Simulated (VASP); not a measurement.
**PbSe2: single point with PBEsol**

The system is PbSe2.

```
CELL_PARAMETERS angstrom
2.01505 1.16339 5.71372
-2.01505 1.16339 5.71372
0.00000 -2.32678 5.71372
ATOMIC_POSITIONS crystal
Pb 0.00000 0.00000 0.00000
Se 0.23628 0.23628 0.23628
Se 0.76372 0.76372 0.76372
```

```
Program             : VASP 6.6.1
Task                : single point
Functional          : PBEsol
Potentials or basis : VASP PAW PBE potentials, release 64 (Pb_d, Se)
Cutoff              : 520 eV
k mesh              : 6 × 6 × 6
Occupations         : fermi-dirac, width 0.02 eV
Spin                : no spin polarisation
```

```
Pressure               : -0.5 GPa
Largest force          : 0.261 eV/Å
Band gap on the k mesh : zero (band 13 reaches 4.32 eV, above the bottom of band 14 at 3.69 eV)
```

Forces on the atoms (eV/Å):
```
Pb   0.000  0.000  0.000
Se   0.000  0.000 -0.261
Se   0.000  0.000  0.261
```

Stress tensor (GPa, compression positive):
```
-0.31  0.00  0.00
 0.00 -0.31  0.00
 0.00  0.00 -0.79
```

Levels at points of the mesh, in eV from the Fermi level:
```
           k point  band 11  band 12  band 13  band 14  band 15  band 16
(0.00, 0.00, 0.00)    -0.73    -0.65    -0.65    -0.31     2.86     3.94
(0.50, 0.00, 0.00)    -2.16    -2.00    -1.37     0.71     3.37     5.75
(0.50, 0.50, 0.00)    -1.63    -1.28    -0.08     0.18     2.95     4.36
(0.50, 0.50, 0.50)    -1.29    -0.20    -0.20     1.86     2.64     4.28
```

It took 2.5 min on 1 thread of AMD EPYC 7R13 (shared host), peak memory 0.34 GiB.

Caveat: the PAW data sets were made with another functional, which shifts forces and pressure a little; spin-orbit coupling is left out, which moves the levels of the heavy elements.
